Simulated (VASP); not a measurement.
**MnO: single point with PBE**

Crystal: MnO.

```xyz
6
Lattice="2.8697 0.0000 0.0000 0.0000 3.7692 0.0000 0.0000 0.0000 6.1755" Properties=species:S:1:pos:R:3 pbc="T T T"
Mn    1.4348    1.8846    1.4143
Mn    1.4348    1.8846    4.7612
Mn    0.0000    0.0000    3.0877
O     1.4348    0.0000    1.7788
O     0.0000    1.8846    0.0000
O     1.4348    0.0000    4.3967
```

The cell was generated, and may not be a known phase.

```json
{
  "Program": "VASP 6.6.1",
  "Task": "single point",
  "Functional": "PBE",
  "Potentials or basis": "VASP PAW PBE potentials, release 64 (Mn_sv, O)",
  "Cutoff": "700 eV",
  "k mesh": "6 × 6 × 4",
  "Occupations": "gaussian, width 0.1 eV",
  "Spin": "collinear spin, ferromagnetic start",
  "Starting moments": "[4.0, 4.0, 4.0, 0.0, 0.0, 0.0] μB",
  "Dipole correction": "no",
  "Further INCAR settings": "ALGO = Normal; EDIFF = 1e-06; NBANDS = 44"
}
```

```
Pressure                                              : -0.7 GPa
Largest force                                         : 0.017 eV/Å
Net moment                                            : 9.47 μB per cell
Site moments                                          : Mn +3.12, +2.55 (each value once); O +0.02, +0.09 (each value once) μB
Valence electrons inside the program's atomic spheres : Mn 12.84, 12.89 (each value once); O 5.05, 4.99 (each value once)
```

Forces on the atoms (eV/Å):
```
Mn   0.000  0.000 -0.017
Mn   0.000  0.000  0.017
Mn   0.000  0.000  0.000
O    0.000  0.000  0.010
O    0.000  0.000  0.000
O    0.000  0.000 -0.010
```

Stress tensor (GPa, compression positive):
```
-0.64  0.00  0.00
 0.00 -0.74  0.00
 0.00  0.00 -0.68
```

Levels at points of the mesh, in eV from the Fermi level:
Spin up:
```tsv
k point	band 34	band 35	band 36	band 37	band 38	band 39
(0.00, 0.00, 0.00)	-1.20	-0.82	-0.63	-0.01	0.53	1.18
(0.50, 0.00, 0.00)	-1.39	-0.75	-0.72	-0.63	-0.14	1.08
(0.00, 0.50, 0.00)	-1.59	-1.27	-0.51	0.56	1.17	1.49
(0.50, 0.50, 0.00)	-1.44	-0.48	-0.27	0.28	1.06	1.24
(0.00, 0.00, 0.50)	-1.30	-1.16	-0.77	0.10	0.57	1.22
(0.50, 0.00, 0.50)	-1.42	-1.07	-0.76	-0.20	0.18	1.11
(0.00, 0.50, 0.50)	-1.24	-1.14	-0.64	0.22	0.54	1.48
(0.50, 0.50, 0.50)	-1.09	-1.08	-0.65	0.60	0.91	1.17
```
Spin down:
```tsv
k point	band 24	band 25	band 26	band 27	band 28	band 29	band 30	band 31
(0.00, 0.00, 0.00)	-3.89	-3.39	-1.08	0.36	0.51	0.94	1.13	1.22
(0.50, 0.00, 0.00)	-3.59	-1.86	-1.11	0.40	0.86	1.02	1.25	1.29
(0.00, 0.50, 0.00)	-3.79	-2.32	-0.81	-0.14	-0.02	0.40	0.41	1.18
(0.50, 0.50, 0.00)	-3.36	-1.22	-1.16	-1.15	0.50	1.06	1.35	1.38
(0.00, 0.00, 0.50)	-3.86	-2.66	-1.03	0.07	0.38	0.96	1.07	1.11
(0.50, 0.00, 0.50)	-3.63	-1.80	-0.47	-0.18	0.62	0.83	0.93	1.00
(0.00, 0.50, 0.50)	-2.86	-1.74	-1.35	-0.06	0.14	0.22	0.42	1.05
(0.50, 0.50, 0.50)	-3.14	-1.38	-1.18	-1.08	0.22	0.74	1.33	1.62
```

Run time: 9.9 min on 1 thread of Intel(R) Xeon(R) Platinum 8488C (Sapphire Rapids) (shared host), peak memory 0.45 GiB.

Caveat: the k points lie up to 0.36 Å⁻¹ apart; semilocal functionals often make such compounds metallic where correlation or magnetic order opens a gap, which also shifts bond lengths; the run started ferromagnetic, and an antiferromagnetic order may lie lower in energy. With open d or f shells a metallic result of PBE can be an artefact of self-interaction; +U or a hybrid may open a gap.
